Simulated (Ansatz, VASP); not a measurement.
**One calculation of AsH3, two programs**

File POSCAR:

```
AsH3
1.0
   12.5572003111      0.0000000000      0.0000000000
    0.0000000000     13.0572003111      0.0000000000
    0.0000000000      0.0000000000     13.5572003111
As H
1 3
Direct
    0.5262628400      0.5096004700      0.4578352900
    0.5290580700      0.4128441100      0.5217632200
    0.5511202500      0.5766399000      0.5477206000
    0.4063777000      0.5214262000      0.4756737900
```

The input INCAR.step1:

```
PREC = Accurate
ENCUT = 440
ISMEAR = 0
SIGMA = 0.005
LREAL = False
LASPH = True
NELM = 120
NBANDS = 12
GGA = PE
ALGO = Normal
EDIFF = 1E-5
LWAVE = True
LCHARG = False
GGA_COMPAT = False
NELMDL = -8
```

The input INCAR.step2:

```
PREC = Accurate
ENCUT = 440
EDIFF = 1E-6
ISMEAR = 0
SIGMA = 0.005
LREAL = False
LASPH = True
NELM = 120
ALGO = Normal
ISIF = 2
LWAVE = False
LCHARG = True
METAGGA = R2SCAN
LMIXTAU = True
LUSE_VDW = True
IVDW_NL = 2
BPARAM = 11.95
CPARAM = 0.0093
LELF = True
LVHAR = True
NBANDS = 12
ISTART = 1
GGA_COMPAT = False
```

KPOINTS

```
Automatic mesh
0
Gamma
  1 1 1
```

Input for Ansatz:

```yaml
crystal:
  lattice:
    - [12.5572003111, 0.0, 0.0]
    - [0.0, 13.0572003111, 0.0]
    - [0.0, 0.0, 13.5572003111]
  atoms:
    - { symbol: As, position: [0.52626284, 0.50960047, 0.45783529] }
    - { symbol: H, position: [0.52905807, 0.41284411, 0.52176322] }
    - { symbol: H, position: [0.55112025, 0.5766399, 0.5477206] }
    - { symbol: H, position: [0.4063777, 0.5214262, 0.47567379] }
hamiltonian:
  xc: r2scan
  dispersion: rvv10
kpoints:
  mp_grid: { grid: [1, 1, 1] }
scf:
  occupations: { method: gaussian, width: 0.005 }
  max_iter: 140
  lower_state_search: "off"
output:
  forces: true
```

Alike in both runs: task single point; functional r2SCAN; dispersion rVV10; k mesh 1 × 1 × 1; occupations gaussian, width 0.005 eV; no spin polarisation.

|  | VASP | Ansatz |
| --- | --- | --- |
| version | VASP 6.6.1 | Ansatz 0.2.0 |
| potentials or method | VASP PAW PBE potentials, release 64 (As, H) | scalar-relativistic, plane waves, PAW |
| plane-wave cutoff (eV) | 440 | 500 |
| valence electrons in the cell | 8 | 18 |

|  | VASP | Ansatz | Ansatz less VASP |
| --- | --- | --- | --- |
| rms of the force components (eV/Å) | 0.160 | 0.201 | +0.0417 |

VASP's potentials were made for PBE, not for r2SCAN. Atom by atom the forces differ by 0.042 eV/Å (rms over components). VASP's potentials hold 8 valence electrons a cell and Ansatz's 18, so a difference there can come from the potentials and not from the codes.
